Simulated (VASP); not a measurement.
Here is a VASP 6.6.1 calculation.

INCAR

```
ALGO = Normal
EDIFF = 1E-7
EDIFFG = -0.005
ENCUT = 600
GGA = PE
IBRION = 2
ISIF = 3
ISMEAR = 0
IVDW = 12
KPAR = 8
LASPH = T
LATTICE_CONSTRAINTS = .TRUE. .TRUE. .FALSE.
LCHARG = F
LREAL = F
LWAVE = F
NELM = 80
NSW = 90
PREC = Accurate
SIGMA = 0.03
```

Contents of KPOINTS:

```
k-points
0
Gamma
  9 9 1
```

POSCAR

```
Bi2Se3                                  
1.0
    4.1366051871      0.0000000000      0.0000000000
   -2.0683025935      3.5824051796      0.0000000000
    0.0000000000      0.0000000000     44.0568509300
  Se              Bi            
     9     6
Direct
     0.0000000000000000    1.0000000000000000    0.2038060319917185
     0.6666666699999979    0.3333333300000021    0.2834482505995524
     0.3333333300000021    0.6666666699999979    0.3630844092177397
     0.6666666699999979    0.3333333300000021    0.4203435859378090
     0.3333333300000021    0.6666666699999979    0.5000000000000000
     0.0000000000000000    0.0000000000000000    0.5796564140621910
     0.3333333300000021    0.6666666699999979    0.6369155907822603
     0.0000000000000000    1.0000000000000000    0.7165517494004477
     0.6666666699999979    0.3333333300000021    0.7961939680082815
     0.3333333300000021    0.6666666699999979    0.2395560872705902
     1.0000000000000000    0.0000000000000000    0.3272118282199671
     1.0000000000000000    1.0000000000000000    0.4561938764823483
     0.6666666699999979    0.3333333300000021    0.5438061235176518
     0.6666666699999979    0.3333333300000021    0.6727881717800330
     0.3333333300000021    0.6666666699999979    0.7604439127294098
```

Potentials or basis: VASP PAW PBE potentials, release 64 (Se, Bi_d).

Run with:

```console
$ cat potpaw_PBE.64/Se/POTCAR potpaw_PBE.64/Bi_d/POTCAR > POTCAR
$ mpirun -np 8 vasp_std > vasp.out
```

Estimate the relaxed cell.

a = 4.135 Å, b = 4.135 Å, c = 44.057 Å, α = 90.00°, β = 90.00°, γ = 120.00°.

Estimate the dispersion energy per atom.

-0.374 eV.

Forces on the atoms (eV/Å):
```
Se   0.000  0.000  0.000
Se   0.000  0.000  0.003
Se   0.000  0.000  0.003
Se   0.000  0.000  0.002
Se   0.000  0.000  0.000
Se   0.000  0.000 -0.002
Se   0.000  0.000 -0.003
Se   0.000  0.000 -0.003
Se   0.000  0.000  0.000
Bi   0.000  0.000  0.002
Bi   0.000  0.000  0.002
Bi   0.000  0.000  0.003
Bi   0.000  0.000 -0.003
Bi   0.000  0.000 -0.002
Bi   0.000  0.000 -0.002
```
